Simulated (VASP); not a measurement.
A run of VASP 6.6.1 is set up as follows.

INCAR

```
SYSTEM = BN
  PREC = Accurate
  ENCUT = 520
  EDIFF = 1E-7
  ISMEAR = 0
  SIGMA = 0.05
  LREAL = .False.
  LASPH = .True.
  NELM = 60
  ALGO = Normal
  ISIF = 2
  LWAVE = .False.
  LCHARG = .False.
  GGA = PE
  IVDW = 12
  NBANDS = 26
```

The input KPOINTS:

```
Automatic mesh
0
Gamma
  10 10 2
  0 0 0
```

Contents of POSCAR:

```
BN
1.0
   -2.5064381127      0.0000000000      0.0000000000
   -1.2532190563     -2.1706390786      0.0000000000
   -0.3131794422     -0.1808142353     13.2336949040
B N
4 4
Direct
    0.2604458333      0.2604458333      0.8750000000
    0.3020958333      0.3020958333      0.3750000000
    0.6562541667      0.6562541667      0.1250000000
    0.6146041667      0.6146041667      0.6250000000
    0.3229208333      0.3229208333      0.1250000000
    0.2812708333      0.2812708333      0.6250000000
    0.5937791667      0.5937791667      0.8750000000
    0.6354291667      0.6354291667      0.3750000000
```

Potentials or basis: VASP PAW PBE potentials, release 64 (B, N).

The run is started by

```bash
$ cat potpaw_PBE.64/B/POTCAR potpaw_PBE.64/N/POTCAR > POTCAR
$ mpirun -np 1 vasp_std > vasp.out
```

**Question.** Predict the dispersion energy per atom.

**Answer.** -0.141 eV.

**Question.** Predict the largest force.

**Answer.** 0.021 eV/Å.

Forces on the atoms (eV/Å):
```
B    0.000  0.000 -0.007
B    0.000  0.000  0.000
B    0.000  0.000  0.007
B    0.000  0.000  0.000
N    0.018  0.010  0.004
N    0.000  0.000  0.000
N   -0.018 -0.010 -0.004
N    0.000  0.000  0.000
```

Caveat: the cell differs from its parent crystal (the part above a cut slid along it).
